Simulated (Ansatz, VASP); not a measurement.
# One calculation of Rh, two programs

The input POSCAR:

```
Rh
1.0
    2.7309800000      0.0000000000      0.0000000000
   -1.3654900000      2.3651000000      0.0000000000
    0.0000000000      0.0000000000      4.4284900000
Rh
2
Direct
    0.6666666667      0.3333333333      0.7500000000
    0.3333333333      0.6666666667      0.2500000000
```

Contents of INCAR.step1:

```
PREC = Accurate
ENCUT = 520
ISMEAR = -1
SIGMA = 0.2
LREAL = False
LASPH = True
NELM = 60
NBANDS = 22
GGA = PE
ALGO = Normal
EDIFF = 1E-4
LWAVE = True
LCHARG = False
```

INCAR.step2

```
PREC = Accurate
ENCUT = 520
EDIFF = 1E-6
ISMEAR = -1
SIGMA = 0.2
LREAL = False
LASPH = True
NELM = 60
ALGO = Normal
ISIF = 2
LWAVE = False
LCHARG = False
METAGGA = R2SCAN
LMIXTAU = True
NBANDS = 22
ISTART = 1
```

KPOINTS

```
Automatic mesh
0
Gamma
  10 10 5
```

Input for Ansatz:

```yaml
crystal:
  lattice:
    - [2.73098, 0.0, 0.0]
    - [-1.36549, 2.3651, 0.0]
    - [0.0, 0.0, 4.42849]
  atoms:
    - { symbol: Rh, position: [0.6666666666666666, 0.3333333333333333, 0.75] }
    - { symbol: Rh, position: [0.3333333333333333, 0.6666666666666666, 0.25] }
accuracy: low
basis:
  ecutwfc: 500.0
kpoints:
  mp_grid:
    grid: [10, 10, 5]
hamiltonian:
  xc: r2scan
scf:
  convergence:
    dr2_threshold: 1.0e-07
  mixing:
    algorithm: msr1
  occupations:
    method: fermi_dirac
    width: 0.2
output:
  stress: true
```

Alike in both runs: task single point; functional r2SCAN; k mesh 10 × 10 × 5; occupations fermi-dirac, width 0.2 eV; no spin polarisation.

|  | VASP | Ansatz |
| --- | --- | --- |
| version | VASP 6.6.1 | Ansatz 0.2.0 |
| potentials or method | VASP PAW PBE potentials, release 64 (Rh_pv), cutoff 520 eV | plane waves, PAW |
| valence electrons in the cell | 30 | 34 |

```tsv
	VASP	Ansatz	Ansatz less VASP
pressure (GPa)	-6.8	-7.8	-0.99
traceless stress, the component that is largest in VASP (GPa)	-0.72	-0.73	-0.011
```

VASP's potentials were made for PBE, not for r2SCAN. VASP's potentials hold 30 valence electrons a cell and Ansatz's 34, so a difference there can come from the potentials and not from the codes. Ansatz's warnings: stress scf threshold loose.
